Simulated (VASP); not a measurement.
# NaSi23O47 (a cell with a defect) in VASP: single point with PBE

Aim: the single point of NaSi23O47 (a cell with a defect) with PBE.

Everything below comes from runs of VASP 6.6.1. Logs are shortened: lines on timing, memory, paths and dates and some standing lists are left out, and cuts for length are marked.

**1. The cell of the first run**

The cell holds a defect, 71 atoms: a = 10.042 Å, b = 10.042 Å, c = 11.019 Å, α = 90.00°, β = 90.00°, γ = 120.00°.

**2. Single point, PBE, collinear spin**

File INCAR:

```
PREC = Accurate ; ENCUT = 520
EDIFF = 1E-6 ; ISMEAR = -1
SIGMA = 0.01 ; LREAL = Auto
LASPH = T ; NELM = 200
ALGO = Normal ; ISIF = 2
LWAVE = F ; LCHARG = F
ISPIN = 2 ; MAGMOM = 0 0 0 0 0 0 0 0 0 0 0 0 0 0 0 0 0 0 0 0 0 0 0 0 0 0.16 0 0.01 0.02 0 0.29 0 0.24 0 0 0 0 0 0 0 0 0 0 0 0 0 0 0 0 0 0 0 0 0 0.03 0 0.02 0 0 0 0 0 0 0 0 0 0 0 0 0 0
LORBIT = 11 ; NUPDOWN = 1.0
GGA = PE ; NBANDS = 236
GGA_COMPAT = F
```

File KPOINTS:

```
regular mesh
0
Gamma
  1 1 1
```

File POSCAR:

```
NaSi23O47
1.0
   10.0416380575      0.0000000000      0.0000000000
   -5.0208190287      8.6963136534      0.0000000000
    0.0000000000      0.0000000000     11.0185484178
Si O Na
23 47 1
Direct
    0.0137654988      0.2496364280      0.1668608032
    0.2738354377      0.2657768818     -0.0008576401
    0.2361431172      0.0256499562      0.3293585515
    0.0060981506      0.2311664134      0.6719261083
    0.2276359489     -0.0075827019      0.8365812756
    0.0000068542      0.7308373574      0.1793704511
    0.2696971232      0.7586584761      0.0024989908
    0.1993981461      0.5897578100      0.2525386292
   -0.0165301894      0.7316793509      0.6702401252
    0.2495865930      0.7858515722      0.4963719223
    0.2309549658      0.4898652151      0.8352985240
    0.5036892708      0.2300179678      0.1660059334
    0.7615521379      0.2464158593     -0.0015816529
    0.7520343721      0.0122763045      0.3363777922
    0.5033721811      0.2233395245      0.6758677189
    0.7644052761      0.2556022044      0.5148474091
    0.7367130608     -0.0133616183      0.8299913369
    0.5204941186      0.7639492195      0.1553626983
    0.7668620687      0.7495425804     -0.0011781294
    0.7370279221      0.4878792573      0.3427511427
    0.4795610533      0.7365467617      0.6590133453
    0.7408314765      0.7491179868      0.4983097365
    0.7379983024      0.4827407917      0.8401304961
    0.0808123602      0.4087711119      0.2486227114
    0.1487847341      0.2293736405      0.1063632196
    0.2053179625      0.1616587358      0.3546106176
    0.4314026201      0.2911382301      0.0615281760
    0.3743548279      0.0703054286      0.2271553049
    0.0666040984      0.3571649418      0.7853449623
    0.3107850133      0.4229984960      0.9274027716
    0.1425823814      0.2147373980      0.6137624082
    0.2032671382      0.1227751312      0.9034610881
    0.4547127757      0.2932914891      0.5677265814
    0.3705291288      0.0625102248      0.7426005501
    0.0822766575      0.8740524385      0.2672370536
    0.2805228477      0.9488453765      0.4447131473
    0.1523204334      0.6900530474      0.1372216852
    0.1990355134      0.6633491555      0.3808734267
    0.4438453972      0.8155109498      0.0464579974
    0.3684287340      0.6178996076      0.2174869586
    0.0688049524      0.8664830282      0.7715743908
    0.2565259417      0.8993957155      0.9497210832
    0.1086796334      0.7090953716      0.5928466753
    0.2000214431      0.6113357323      0.9149985953
    0.4021636560      0.8013455635      0.5619446456
    0.3453167065      0.5812277583      0.7229001721
    0.5874297905      0.3655064296      0.2674749377
    0.7865732937      0.4133184320      0.4515708186
    0.6311878077      0.1971464015      0.1031285017
    0.7102955713      0.1283202985      0.4058090913
    0.9202960812      0.2717886025      0.0567571800
    0.9008834238      0.1031668918      0.2488690998
    0.5777749503      0.3453887400      0.7899527673
    0.8049506482      0.4124393594      0.9408455641
    0.6385089611      0.1894228748      0.6238106210
    0.7002439923      0.1081819779      0.8992410864
    0.9293695446      0.2924173547      0.5693649793
    0.8673922967      0.0687243551      0.7277902352
    0.6026248104      0.9001687288      0.2529589535
    0.7842591908      0.9099303356      0.4325144471
    0.6377243165      0.7098880015      0.1051799134
    0.7019573025      0.6188790959      0.3944856342
    0.9244418050      0.7659591241      0.0623893705
    0.8835914262      0.5713663088      0.2463267724
    0.5765777798      0.8588121917      0.7654486575
    0.7957901384      0.9050706358      0.9303692750
    0.5863219779      0.6880445900      0.5807951246
    0.7031100021      0.6089626887      0.9038237555
    0.8860476799      0.7786297993      0.5803574372
    0.8691412843      0.5686192578      0.7360331540
    0.3101469936      0.3576458070      0.4739680492
```

Potentials or basis: VASP PAW PBE potentials, release 64 (Si, O, Na_pv).

On the command line:

```bash
> cat potpaw_PBE.64/Si/POTCAR potpaw_PBE.64/O/POTCAR potpaw_PBE.64/Na_pv/POTCAR > POTCAR
> mpirun -np 1 vasp_gam > vasp.out
```

OUTCAR:

```text
PREC = Accurate
   ENCUT = 520
   EDIFF = 1E-6
   ISMEAR = -1
   LREAL = Auto
   LASPH = T
   NELM = 200
   ISIF = 2
   ISPIN = 2
   LORBIT = 11
   NUPDOWN = 1.0
   GGA = PE

 ion  position               nearest neighbor table
   1  0.014  0.250  0.167-  52 1.61  25 1.61  51 1.62  24 1.66   8 3.11  13 3.13  14 3.13   2 3.14

   2  0.274  0.266  0.999-  27 1.62  25 1.63  32 1.63  30 1.63  11 3.08  12 3.11   5 3.11   1 3.14

   3  0.236  0.026  0.329-  26 1.57  36 1.66  28 1.67  35 1.68  12 3.03  10 3.09
   4  0.006  0.231  0.672-  31 1.59  58 1.65  57 1.65  29 1.66  11 3.04  16 3.09  17 3.12
   5  0.228  0.992  0.837-  34 1.62  32 1.62  41 1.62  42 1.67   2 3.11  15 3.12   9 3.13
   6  0.000  0.731  0.179-  35 1.58  64 1.61  63 1.62  37 1.83   8 3.08  20 3.12  19 3.15
   7  0.270  0.759  0.002-  42 1.59  44 1.60  39 1.62  37 1.80  18 3.01   8 3.13  11 3.13
   8  0.199  0.590  0.253-  38 1.60  24 1.60  40 1.62  37 1.82  18 2.99   6 3.08   1 3.11   7 3.13
[... 12 lines left out ...]
  17  0.737  0.987  0.830-  58 1.61  56 1.63  65 1.64  66 1.65  13 3.11   4 3.12
  18  0.520  0.764  0.155-  59 1.61  61 1.62  39 1.64  40 1.65   8 2.99   7 3.01  19 3.08  14 3.13

  19  0.767  0.750  0.999-  68 1.61  66 1.62  61 1.64  63 1.66  18 3.08  23 3.09   6 3.15
  20  0.737  0.488  0.343-  47 1.62  48 1.62  62 1.63  64 1.66  22 3.12   6 3.12  16 3.12
  21  0.480  0.737  0.659-  65 1.62  46 1.63  67 1.63  45 1.64  22 3.12
  22  0.741  0.749  0.498-  69 1.61  60 1.62  67 1.63  62 1.63  21 3.12  20 3.12  14 3.14
  23  0.738  0.483  0.840-  53 1.61  54 1.63  70 1.63  68 1.63  13 3.05  15 3.08  19 3.09   9 3.11

  24  0.081  0.409  0.249-   8 1.60   1 1.66
  25  0.149  0.229  0.106-   1 1.61   2 1.63
  26  0.205  0.162  0.355-   3 1.57  71 2.15
  27  0.431  0.291  0.062-   2 1.62  12 1.64
  28  0.374  0.070  0.227-  12 1.62   3 1.67
  29  0.067  0.357  0.785-  11 1.61   4 1.66
  30  0.311  0.423  0.927-  11 1.63   2 1.63
  31  0.143  0.215  0.614-   4 1.59  71 2.20
  32  0.203  0.123  0.903-   5 1.62   2 1.63
  33  0.455  0.293  0.568-  15 1.58  71 2.13
  34  0.371  0.063  0.743-   5 1.62  15 1.67
  35  0.082  0.874  0.267-   6 1.58   3 1.68
  36  0.281  0.949  0.445-  10 1.61   3 1.66
  37  0.152  0.690  0.137-   7 1.80   8 1.82   6 1.83
  38  0.199  0.663  0.381-   8 1.60  10 1.66
  39  0.444  0.816  0.046-   7 1.62  18 1.64
  40  0.368  0.618  0.217-   8 1.62  18 1.65
  41  0.069  0.866  0.772-   5 1.62   9 1.63
  42  0.257  0.899  0.950-   7 1.59   5 1.67
  43  0.109  0.709  0.593-  10 1.62   9 1.63
[... 25 lines left out ...]
  69  0.886  0.779  0.580-  22 1.61   9 1.62
  70  0.869  0.569  0.736-   9 1.63  23 1.63
  71  0.310  0.358  0.474-  33 2.13  26 2.15  31 2.20

  LATTYP: Found a hexagonal cell.
 ALAT       =    10.0416380575
 C/A-ratio  =     1.0972859562

  Lattice vectors:

 A1 = (  10.0416380575,   0.0000000000,   0.0000000000)
 A2 = (  -5.0208190287,   8.6963136534,   0.0000000000)
 A3 = (   0.0000000000,   0.0000000000,  11.0185484178)

Analysis of symmetry for initial positions (statically):
=====================================================================
 Subroutine PRICEL returns:
 Original cell was already a primitive cell.

 Routine SETGRP: Setting up the symmetry group for a
 hexagonal supercell.

 Subroutine GETGRP returns: Found  1 space group operations
 (whereof  1 operations were pure point group operations)
 out of a pool of 24 trial point group operations.

The static configuration has the point symmetry C_1 .

Analysis of symmetry for dynamics (positions and initial velocities):
=====================================================================
 Subroutine PRICEL returns:
 Original cell was already a primitive cell.

 Routine SETGRP: Setting up the symmetry group for a
 hexagonal supercell.

 Subroutine GETGRP returns: Found  1 space group operations
[... 226 lines left out ...]
   LNONCOLLINEAR =      F non collinear calculations
   LSORBIT =      F    spin-orbit coupling
   LASPH  =      T    aspherical Exc in radial PAW
   ENCUT  =  520.0 eV  38.22 Ry    6.18 a.u.  18.67 18.67 20.49*2*pi/ulx,y,z
   NELM   =    200;   NELMIN=  2; NELMDL= -5     # of ELM steps
   EDIFF  = 0.1E-05   stopping-criterion for ELM
   LREAL  =      T    real-space projection
   EDIFFG = 0.1E-04   stopping-criterion for IOM
   NSW    =      0    number of steps for IOM
[... 5 lines left out ...]
   TEBEG  =    0.0;   TEEND  =   0.0 temperature during run
   PSTRESS=    0.0 pullay stress
   NELECT =     381.0000    total number of electrons
   NUPDOWN=       1.0000    fix difference up-down
   EMIN   =  10.00;   EMAX   =-10.00  energy-range for DOS
   EFERMI =   0.00;   METHOD = LEGACY
   ISMEAR =    -1;   SIGMA  =   0.01  broadening in eV -4-tet -1-fermi 0-gaus
   EFERMI_NEDOS =   21; number of points for ismear=-14 and -15
   IALGO  =     38    algorithm
   IMIX   =      4    mixing-type and parameters
     AMIX     =   0.40;   BMIX     =  1.00
     AMIX_MAG =   1.60;   BMIX_MAG =  1.00
  volume/ion in A,a.u.               =      13.55        91.45
  Fermi-wavevector in a.u.,A,eV,Ry     =   1.202159  2.271750 19.662940  1.445185
  Thomas-Fermi vector in A             =   2.337948
   LORBIT       =     11    0 simple, 1 ext, 2 COOP (PROOUT), +10 PAW based schemes
   GGA     = PE    functional components
   LHFCALC =     F    Hartree Fock is set to
   AEXX    =    0.0000 exact exchange contribution
   IVDW    =     0    specifies the selected vdW correction
   LEPSILON=     F    determine dielectric tensor
   LRPA    =     F    only Hartree local field effects (RPA)
 spin polarized calculation
  energy-cutoff  :      520.00
  volume of cell :      962.20
 maximum number of plane-waves:     12960
 NGX is ok and might be reduce to    80
   NGX = 37   NGY = 37   NGZ = 41

 number of electron     381.0000003 magnetization       0.9999987

 Free energy of the ion-electron system (eV)
  ---------------------------------------------------
  ext. energy  EPLUGINS =         0.00000000
  ---------------------------------------------------
  free energy    TOTEN  =      -548.87381687 eV

  energy without entropy =     -548.87380979  energy(sigma->0) =     -548.87381333

 E-fermi :   2.1806     XC(G=0):  -8.8289

 val. band max:        2.0768467052   @ k =   0.0000   0.0000   0.0000
 cond. band min:       2.2844019357   @ k =   0.0000   0.0000   0.0000
 fundamental gap:      0.2075552305
 Fermi energy:         2.1841110626

 spin component 1

 k-point     1 :       0.0000    0.0000    0.0000
  band No.  band energies     occupation
      1     -19.6429      1.00000
      2     -18.7859      1.00000
      3     -18.6506      1.00000
      4     -18.5791      1.00000
      5     -18.5685      1.00000
      6     -18.5452      1.00000
[... 194 lines left out ...]
    201       8.6313      0.00000
    202       8.7629      0.00000
 Fermi energy:         2.1806249944

 spin component 2

 k-point     1 :       0.0000    0.0000    0.0000
  band No.  band energies     occupation
      1     -19.6428      1.00000
      2     -18.7857      1.00000
      3     -18.6497      1.00000
      4     -18.5776      1.00000
      5     -18.5670      1.00000
      6     -18.5440      1.00000
[... 194 lines left out ...]
    201       8.6359      0.00000
    202       8.7686      0.00000
 [bands above 202 left out]

------------------------ aborting loop because EDIFF is reached ----------------------------------------

  FORCE on cell =-STRESS in cart. coord.  units (eV):
  Direction    XX          YY          ZZ          XY          YZ          ZX
  --------------------------------------------------------------------------------------
  -------------------------------------------------------------------------------------
  Total       -0.6068949     -0.0083768      0.0347060      0.8179588      3.7882785     -0.9820566
  in kB       -1.0105549     -0.0139484      0.0577898      1.3620023      6.3079513     -1.6352456
  external PRESSURE =      -0.3222379 kB  Pullay stress =       0.0000000 kB

 VOLUME and BASIS-vectors are now :
 -----------------------------------------------------------------------------
  energy-cutoff  :      520.00
  volume of cell :      962.20
      direct lattice vectors                 reciprocal lattice vectors
    10.041638058  0.000000000  0.000000000     0.099585346  0.057495626  0.000000000
    -5.020819029  8.696313653  0.000000000     0.000000000  0.114991253  0.000000000
     0.000000000  0.000000000 11.018548418     0.000000000  0.000000000  0.090756056

 POSITION                                       TOTAL-FORCE (eV/Angst)
 -----------------------------------------------------------------------------------
     -1.11515      2.17092      1.83856         0.026605      0.000442      0.027953
      1.41534      2.31128     11.00910         0.000660      0.010103     -0.015004
      2.24248      0.22306      3.62905         0.047305     -0.110747     -0.013748
     -1.09941      2.01030      7.40365        -0.097827      0.006623      0.040601
     -2.69691      8.63037      9.21791        -0.019144     -0.029309      0.049106
     -3.66933      6.35559      1.97640        -0.003949     -0.010849     -0.041760
[... 63 lines left out ...]
      5.87267      4.94489      8.11002        -0.016245      0.002501      0.010350
      1.31871      3.11020      5.22244        -0.021128      0.030825      0.005930
 -----------------------------------------------------------------------------------
    total drift:                               -0.010748      0.001082      0.007542

  FREE ENERGIE OF THE ION-ELECTRON SYSTEM (eV)
  ---------------------------------------------------
  free  energy   TOTEN  =      -548.8738168680 eV

  energy  without entropy=     -548.8738097865  energy(sigma->0) =     -548.87381333

 total charge

# of ion       s       p       d       tot
------------------------------------------
    1        0.634   0.978   0.000   1.612
    2        0.635   0.972   0.000   1.607
    3        0.652   0.974   0.000   1.626
    4        0.654   0.983   0.000   1.637
    5        0.632   0.962   0.000   1.594
    6        0.638   0.951   0.000   1.589
[... 63 lines left out ...]
   70        1.547   3.685   0.000   5.232
   71        0.054   5.994   0.000   6.048
--------------------------------------------------
tot         87.555 200.753   0.000 288.308

 magnetization (x)

# of ion       s       p       d       tot
------------------------------------------
    1       -0.000  -0.000   0.000  -0.000
    2       -0.000  -0.000   0.000  -0.000
    3       -0.001  -0.001   0.000  -0.002
    4       -0.002  -0.002   0.000  -0.003
    5       -0.000  -0.000   0.000  -0.000
    6       -0.000  -0.000   0.000  -0.000
[... 63 lines left out ...]
   70       -0.000  -0.000   0.000  -0.000
   71       -0.001  -0.001   0.000  -0.001
--------------------------------------------------
tot          0.006   0.778   0.000   0.784
```

Run time: 43 min. Hardware: 1 thread of Intel Xeon 8259CL, shared host; peak memory 1.4 GiB.

Results:

* Free energy: -548.8738 eV
* Pressure: 0.0 GPa
* Largest force: 0.121 eV/Å
* Net moment: 1.00 μB per cell
* Site moments: Si -0.00, +0.00 (each value once); O -0.00, +0.00, +0.16, +0.01, +0.30, +0.25, +0.03, +0.02 (each value once); Na -0.00 μB
* Valence electrons inside the program's atomic spheres: Si 1.61, 1.63, 1.64, 1.59, 1.60, 1.62 (each value once); O 5.23, 5.24, 5.07, 5.21, 5.22, 5.02, 5.05, 5.14, 5.26, 5.25 (each value once); Na 6.05

Forces on the atoms (eV/Å):
```
Si   0.027  0.000  0.028
Si   0.001  0.010 -0.015
Si   0.047 -0.111 -0.014
Si  -0.098  0.007  0.041
Si  -0.019 -0.029  0.049
Si  -0.004 -0.011 -0.042
Si  -0.011  0.022 -0.008
Si  -0.016  0.001  0.031
Si   0.005  0.009 -0.016
Si   0.014 -0.028 -0.007
Si  -0.013  0.019  0.013
Si   0.013  0.017 -0.010
Si   0.018 -0.010 -0.011
Si  -0.004 -0.002 -0.008
Si   0.032 -0.083  0.064
Si  -0.003  0.015 -0.019
Si  -0.017 -0.019  0.018
Si   0.023  0.005 -0.002
Si   0.036  0.010  0.020
Si  -0.023 -0.002 -0.016
Si  -0.015 -0.025 -0.022
Si  -0.006  0.011 -0.009
Si  -0.009  0.018  0.016
O    0.002 -0.041 -0.018
O    0.002  0.008 -0.009
O   -0.084  0.068 -0.015
O    0.012 -0.006  0.007
O   -0.015 -0.026  0.010
O   -0.004 -0.032 -0.018
O   -0.008 -0.006  0.003
O    0.100 -0.001 -0.032
O    0.012  0.014  0.011
O   -0.026  0.030 -0.066
O    0.013  0.034 -0.026
O    0.042  0.070  0.044
O   -0.022  0.014 -0.023
O   -0.005 -0.005  0.001
O    0.001  0.023  0.013
O    0.015 -0.010  0.013
O    0.008  0.002  0.003
O    0.008 -0.004  0.000
O   -0.021  0.009 -0.034
O   -0.015  0.010  0.003
O    0.023 -0.014 -0.016
O    0.003 -0.011  0.003
O   -0.014  0.005  0.021
O    0.022 -0.009 -0.010
O   -0.005 -0.023  0.006
O   -0.006  0.008 -0.001
O    0.002  0.006  0.014
O   -0.017 -0.015  0.005
O   -0.025 -0.012  0.005
O   -0.008 -0.016 -0.023
O   -0.002  0.003  0.002
O   -0.020  0.008  0.000
O    0.017  0.009  0.013
O    0.037 -0.014  0.023
O    0.006  0.030 -0.015
O    0.027  0.006  0.019
O   -0.004 -0.009 -0.009
O   -0.004  0.018 -0.013
O    0.028  0.002  0.003
O   -0.031 -0.007 -0.011
O   -0.008 -0.001  0.023
O    0.029  0.020  0.013
O   -0.021  0.006 -0.013
O   -0.005  0.023  0.007
O    0.016 -0.014 -0.018
O    0.005 -0.010  0.006
O   -0.016  0.003  0.010
Na  -0.021  0.031  0.006
```

Caveat: the k points lie up to 0.72 Å⁻¹ apart; the total moment is fixed, so each spin has its own Fermi level and the state may be an excited one.
